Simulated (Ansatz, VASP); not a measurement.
## C: VASP beside Ansatz

```
C
1.0
     0.01987    1.77005    1.77005
     1.77005    0.01987    1.77005
     1.77005    1.77005    0.01987
C
2
Direct
  0.00019 0.00019 0.00019
  0.24981 0.24981 0.24981
```

Change from the starting cell: strained cell.

Alike in both runs: task relaxation of the atoms; functional PBEsol; k mesh 9 × 9 × 9; occupations gaussian, width 0.02 eV; no spin polarisation.

|  | VASP | Ansatz |
| --- | --- | --- |
| version | VASP 6.6.1 | Ansatz 0.2.0 |
| potentials or method | VASP PAW PBE potentials, release 64 (C), cutoff 520 eV | scalar-relativistic, plane waves, PAW |
| valence electrons in the cell | 8 | 8 |

VASP gave:

- gap on the k mesh at the Fermi level, each at its own relaxed structure (eV): 4.09

Which values does Ansatz return?

gap on the k mesh at the Fermi level, each at its own relaxed structure (eV): 4.10.

VASP's potentials were made for PBE, not for PBEsol, and Ansatz warns of the same on its side. Ansatz's warnings: stress scf threshold loose.
